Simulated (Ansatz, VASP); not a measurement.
One calculation of BaRhO3, two programs

The input INCAR:

```
PREC = Accurate
ENCUT = 700
EDIFF = 1E-6
ISMEAR = 0
SIGMA = 0.1
LREAL = False
LASPH = True
NELM = 120
ALGO = Normal
ISIF = 2
LWAVE = False
LCHARG = False
GGA = CA
NBANDS = 30
GGA_COMPAT = False
```

The input KPOINTS:

```
regular mesh
0
Gamma
  6 6 6
```

POSCAR

```
BaRhO3
1.0
    4.0669746082      0.0000000000      0.0000000000
    0.0000000000      4.0669746082      0.0000000000
    0.0000000000      0.0000000000      4.0669746082
Ba Rh O
1 1 3
Direct
    0.0000000000      0.0000000000      0.0000000000
    0.5000000000      0.5000000000      0.5000000000
    0.5000000000      0.0000000000      0.5000000000
    0.0000000000      0.5000000000      0.5000000000
    0.5000000000      0.5000000000      0.0000000000
```

Input for Ansatz:

```yaml
crystal:
  lattice:
    - [4.066974608241439, 0.0, 0.0]
    - [0.0, 4.066974608241439, 0.0]
    - [0.0, 0.0, 4.066974608241439]
  atoms:
    - { symbol: Ba, position: [0.0, 0.0, 0.0] }
    - { symbol: Rh, position: [0.5, 0.5, 0.5] }
    - { symbol: O, position: [0.5, 0.0, 0.5] }
    - { symbol: O, position: [0.0, 0.5, 0.5] }
    - { symbol: O, position: [0.5, 0.5, 0.0] }
basis:
  ecutwfc: 500.0
kpoints:
  mp_grid:
    grid: [6, 6, 6]
hamiltonian:
  xc: lda
scf:
  occupations:
    method: gaussian
    width: 0.1
output:
  stress: true
```

Alike in both runs: task single point; functional LDA; k mesh 6 × 6 × 6; occupations gaussian, width 0.1 eV; no spin polarisation.

```csv
,VASP,Ansatz
version,VASP 6.6.1,Ansatz 0.2.0
potentials or method,"VASP PAW LDA potentials, release 64 (Ba_sv, Rh_sv_GW, O), cutoff 700 eV","plane waves, PAW"
valence electrons in the cell,45,45
```

```csv
,VASP,Ansatz,Ansatz less VASP
pressure (GPa),-11.9,-13.4,-1.53
```

LDA's correlation is that of Perdew and Zunger in VASP and of Perdew and Wang (1992) in Ansatz.

Spin-orbit coupling is off throughout.
